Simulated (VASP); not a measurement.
A run of VASP 6.6.1:

File POSCAR:

```
ZrH
1.0
    3.2281583400      0.0000000000      0.0000000000
    0.0000000000      3.2281583400      0.0000000000
    0.0000000000      0.0000000000      4.9368057400
Zr H
2 2
Direct
    0.0000000000      0.5000000000      0.0000000000
    0.5000000000      0.0000000000      0.5000000000
    0.0000000000      0.0000000000      0.7500000000
    0.0000000000      0.0000000000      0.2500000000
```

Contents of INCAR.step1:

```
PREC = Accurate ; ENCUT = 520
ISMEAR = -1 ; SIGMA = 0.1
LREAL = False ; LASPH = True
NELM = 80 ; NBANDS = 21
GGA = PE ; ALGO = Normal
EDIFF = 1E-4 ; LWAVE = True
LCHARG = False
```

File INCAR.step2:

```
PREC = Accurate ; ENCUT = 520
EDIFF = 1E-7 ; ISMEAR = -1
SIGMA = 0.1 ; LREAL = False
LASPH = True ; NELM = 80
ALGO = Normal ; ISIF = 2
LWAVE = False ; LCHARG = False
METAGGA = R2SCAN ; LMIXTAU = True
NBANDS = 21 ; ISTART = 1
```

KPOINTS

```
Automatic mesh
0
Gamma
  10 10 7
```

Potentials or basis: VASP PAW PBE potentials, release 64 (Zr_sv, H).

The run is started by

```sh
$ cat potpaw_PBE.64/Zr_sv/POTCAR potpaw_PBE.64/H/POTCAR > POTCAR
$ cp INCAR.step1 INCAR
$ mpirun -np 1 vasp_std > vasp.out
$ cp INCAR.step2 INCAR
$ mpirun -np 1 vasp_std > vasp.out
```

Hardware: 1 thread of Intel(R) Xeon(R) Platinum 8375C CPU @ 2.90GHz (Ice Lake) (shared host).

**Question.** Estimate the wall time of this run.

**Answer.** It took 4.7 min on 1 thread of Intel(R) Xeon(R) Platinum 8375C CPU @ 2.90GHz (Ice Lake) (shared host), peak memory 0.22 GiB. Counts: k points 84.
